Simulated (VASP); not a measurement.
# K: single point with PBE

System: K, a slab with vacuum.

```xyz
6
Lattice="4.7624 0.0000 0.0000 0.0000 7.8300 0.0000 0.0000 0.0000 27.6235" Properties=species:S:1:pos:R:3 pbc="T T T"
K     0.0000    5.8725    9.0000
K     2.3812    1.9575   10.3748
K     2.3812    5.8725   13.1244
K     0.0000    1.9575   14.3081
K     0.0000    5.8725   17.0715
K     2.3812    1.9575   18.1948
```

- Program: VASP 6.6.1
- Task: single point
- Functional: PBE
- Potentials or basis: VASP PAW PBE potentials, release 64 (K_sv)
- Cutoff: 520 eV
- k mesh: 6 × 4 × 1
- Occupations: gaussian, width 0.1 eV
- Spin: no spin polarisation
- Dipole correction: yes
- Further INCAR settings: ALGO = Normal; EDIFF = 1e-06; NBANDS = 36

The largest force is 0.050 eV/Å. The band gap on the k mesh is zero (bands 27 and 28 overlap by 1.18 eV).

Forces in eV/Å, atoms in the order of the input:
```
K    0.000  0.000  0.050
K    0.000  0.000 -0.019
K    0.000  0.000 -0.039
K    0.000  0.000  0.006
K    0.000  0.000  0.005
K    0.000  0.000 -0.002
```

Levels at points of the mesh, in eV from the Fermi level:
| k point | band 23 | band 24 | band 25 | band 26 | band 27 | band 28 | band 29 | band 30 | band 31 | band 32 |
| --- | --- | --- | --- | --- | --- | --- | --- | --- | --- | --- |
| (0.00, 0.00, 0.00) | -15.59 | -15.58 | -1.99 | -1.46 | -0.64 | 0.33 | 0.47 | 0.56 | 0.90 | 0.98 |
| (0.50, 0.00, 0.00) | -15.60 | -15.60 | -0.24 | -0.24 | 0.24 | 0.25 | 0.98 | 0.99 | 1.51 | 1.53 |
| (0.00, 0.50, 0.00) | -15.60 | -15.59 | -1.32 | -1.30 | -0.81 | -0.80 | -0.01 | 0.01 | 0.90 | 0.91 |
| (0.50, 0.50, 0.00) | -15.60 | -15.59 | 0.30 | 0.31 | 0.34 | 0.36 | 0.71 | 0.71 | 0.84 | 0.85 |

Wall time 20 min on 1 thread of AMD EPYC 7R43 64-Core Processor (Zen 3), on a shared host, peak memory 0.93 GiB.
